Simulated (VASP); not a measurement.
A run of VASP 6.6.1 is set up as follows.

File POSCAR:

```
Sn
1.0
    0.0000000000      3.5258469821      2.7501606460
    3.5258469821      0.0000000000      2.7501606460
    3.5258469821      3.5258469821      0.0000000000
Sn
2
Direct
    0.5000000000      0.5000000000      0.5000000000
    0.7500000000      0.7500000000      0.7500000000
```

INCAR.step1

```
ALGO     = Normal         # electronic algorithm
EDIFF    = 1E-4           # SCF threshold, eV
ENCUT    = 520            # plane-wave cutoff, eV
GGA      = PE             # functional
ISMEAR   = 0              # smearing method
LASPH    = True           # aspherical terms in the spheres
LCHARG   = False          # write CHGCAR
LREAL    = False          # projectors in reciprocal space
LWAVE    = True           # write WAVECAR
NBANDS   = 21             # bands
NELM     = 80             # most SCF steps
PREC     = Accurate       # precision mode
SIGMA    = 0.15           # smearing width, eV
```

The input INCAR.step2:

```
ALGO     = Normal         # electronic algorithm
EDIFF    = 1E-6           # SCF threshold, eV
ENCUT    = 520            # plane-wave cutoff, eV
ISIF     = 2              # what is computed and relaxed
ISMEAR   = 0              # smearing method
ISTART   = 1            
LASPH    = True           # aspherical terms in the spheres
LCHARG   = False          # write CHGCAR
LMIXTAU  = True         
LREAL    = False          # projectors in reciprocal space
LWAVE    = False          # write WAVECAR
METAGGA  = R2SCAN         # meta-GGA
NBANDS   = 21             # bands
NELM     = 80             # most SCF steps
PREC     = Accurate       # precision mode
SIGMA    = 0.15           # smearing width, eV
```

Contents of KPOINTS:

```
k-points
0
Gamma
  14 14 14
```

Potentials or basis: VASP PAW PBE potentials, release 64 (Sn_d).

Launch:

```sh
$ cat potpaw_PBE.64/Sn_d/POTCAR > POTCAR
$ cp INCAR.step1 INCAR
$ mpirun -np 1 vasp_std > vasp.out
$ cp INCAR.step2 INCAR
$ mpirun -np 1 vasp_std > vasp.out
```

Problem. What does it give for the pressure?

Solution. 0.7 GPa.

Problem. Predict the band gap on the k mesh.

Solution. Zero (bands 14 and 15 overlap by 1.00 eV).

Stress tensor (GPa, compression positive):
```
-0.81  0.00  0.00
 0.00 -0.81  0.00
 0.00  0.00  3.63
```

Caveat: the PAW data sets were made with another functional, which shifts forces and pressure a little; spin-orbit coupling is left out, which moves the levels of the heavy elements.
